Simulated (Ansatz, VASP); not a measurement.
SnO2 in VASP and in Ansatz

INCAR

```
SYSTEM = SnO2
  PREC = Accurate
  ENCUT = 520
  EDIFF = 1E-6
  ISMEAR = 0
  SIGMA = 0.05
  LREAL = .FALSE.
  LASPH = .TRUE.
  NELM = 80
  ALGO = Normal
  ISIF = 2
  LWAVE = .FALSE.
  LCHARG = .FALSE.
  GGA = PE
  NBANDS = 35
```

KPOINTS

```
Automatic mesh
0
G
  6 6 8
  0 0 0
```

POSCAR

```
SnO2
1.0
    4.9075720859      0.0000000000      0.0000000000
    0.0000000000      4.9075859756      0.0000000000
    0.0000000000      0.0000000000      3.1334847768
Sn O
2 4
Direct
    0.5000000000      0.5000000000      0.5000000000
    0.0000000000      0.0000000000      0.0000000000
    0.2699560347      0.2700139271      0.0000000000
    0.7699560347      0.2299860729      0.5000000000
    0.2300439653      0.7700139271      0.5000000000
    0.7300439653      0.7299860729      0.0000000000
```

Input for Ansatz:

```yaml
crystal:
  lattice:
    - [4.9075720859, 0.0, 0.0]
    - [0.0, 4.9075859756, 0.0]
    - [0.0, 0.0, 3.1334847768]
  atoms:
    - { symbol: Sn, position: [0.5, 0.5, 0.5] }
    - { symbol: Sn, position: [0.0, 0.0, 0.0] }
    - { symbol: O, position: [0.2699560347, 0.2700139271, 0.0] }
    - { symbol: O, position: [0.7699560347, 0.2299860729, 0.5] }
    - { symbol: O, position: [0.2300439653, 0.7700139271, 0.5] }
    - { symbol: O, position: [0.7300439653, 0.7299860729, 0.0] }
basis:
  ecutwfc: 520.0
kpoints:
  mp_grid: { grid: [6, 6, 8] }
hamiltonian:
  xc: pbe
  pseudopotentials: { kind: paw, azcp: { folder: soft_1 } }
scf:
  occupations: { method: gaussian, width: 0.05 }
output:
  forces: true
  stress: true
  eigenvalues: true
```

Alike in both runs: task single point; functional PBE; k mesh 6 × 6 × 8; occupations gaussian, width 0.05 eV; no spin polarisation.

```csv
,VASP,Ansatz
version,VASP 6.6.1,Ansatz 0.2.0
potentials or method,"VASP PAW PBE potentials, release 64 (Sn_d, O), cutoff 520 eV","scalar-relativistic, plane waves, PAW"
valence electrons in the cell,52,52
```

Ansatz gave:

```
gap on the k mesh at the Fermi level (eV)                     : 0.12
least direct gap on the mesh (eV)                             : 0.22
pressure (GPa)                                                : 7.5
traceless stress, the component that is largest in VASP (GPa) : -0.01
rms of the force components (eV/Å)                            : 1.999
```

Question: Estimate VASP's values.

Answer: gap on the k mesh at the Fermi level (eV): 0.12; least direct gap on the mesh (eV): 0.24; pressure (GPa): 8.0; traceless stress, the component that is largest in VASP (GPa): -0.22; rms of the force components (eV/Å): 2.020.

Atom by atom the forces differ by 0.021 eV/Å (rms over components).
